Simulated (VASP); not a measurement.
Write the native input for VASP 6.6.1 that does the following.

```yaml
Task: single point
Functional: r2SCAN
Potentials_or_basis: VASP PAW PBE potentials, release 64 (Ir)
Cutoff: 520 eV
k_mesh: 7 × 7 × 7
Occupations: fermi-dirac, width 0.1 eV
Spin: no spin polarisation
Dipole_correction: no
Further_INCAR_settings: ALGO = Normal; EDIFF = 1e-06; NBANDS = 10
```

The system is Ir.

```xyz
1
Lattice="-1.5441 1.5441 1.5441 1.5441 -1.5441 1.5441 1.5441 1.5441 -1.5441" Properties=species:S:1:pos:R:3 pbc="T T T"
Ir    0.0000    0.0000    0.0000
```

These files were run (other wordings do the same):

POSCAR

```
Ir
1.0
   -1.5441066768      1.5441066768      1.5441066768
    1.5441066768     -1.5441066768      1.5441066768
    1.5441066768      1.5441066768     -1.5441066768
Ir
1
Direct
    0.0000000000      0.0000000000      0.0000000000
```

INCAR.step1

```
SYSTEM = Ir
PREC     = Accurate       ! precision mode
ENCUT    = 520            ! plane-wave cutoff, eV
ISMEAR   = -1             ! smearing method
SIGMA    = 0.1            ! smearing width, eV
LREAL    = .FALSE.        ! projectors in reciprocal space
LASPH    = .TRUE.         ! aspherical terms in the spheres
NELM     = 80             ! most SCF steps
NBANDS   = 10             ! bands
GGA      = PE             ! functional
ALGO     = Normal         ! electronic algorithm
EDIFF    = 1E-4           ! SCF threshold, eV
LWAVE    = .TRUE.         ! write WAVECAR
LCHARG   = .FALSE.        ! write CHGCAR
```

INCAR.step2

```
SYSTEM = Ir
PREC     = Accurate       ! precision mode
ENCUT    = 520            ! plane-wave cutoff, eV
EDIFF    = 1E-6           ! SCF threshold, eV
ISMEAR   = -1             ! smearing method
SIGMA    = 0.1            ! smearing width, eV
LREAL    = .FALSE.        ! projectors in reciprocal space
LASPH    = .TRUE.         ! aspherical terms in the spheres
NELM     = 80             ! most SCF steps
ALGO     = Normal         ! electronic algorithm
ISIF     = 2              ! what is computed and relaxed
LWAVE    = .FALSE.        ! write WAVECAR
LCHARG   = .FALSE.        ! write CHGCAR
METAGGA  = R2SCAN         ! meta-GGA
LMIXTAU  = .TRUE.       
NBANDS   = 10             ! bands
ISTART   = 1
```

KPOINTS

```
regular mesh
0
G
  7 7 7
  0 0 0
```

Potentials or basis: VASP PAW PBE potentials, release 64 (Ir).

Run with:

```sh
$ cat potpaw_PBE.64/Ir/POTCAR > POTCAR
$ cp INCAR.step1 INCAR
$ mpirun -np 1 vasp_std > vasp.out
$ cp INCAR.step2 INCAR
$ mpirun -np 1 vasp_std > vasp.out
```

Results of the run:

The pressure is 1.0 GPa.

Caveat: the k points lie up to 0.41 Å⁻¹ apart; the PAW data sets were made with another functional, which shifts forces and pressure a little.

It used 20 s of CPU time on 1 thread of AMD EPYC 7R13 Processor (Zen 3), with other jobs on the host.
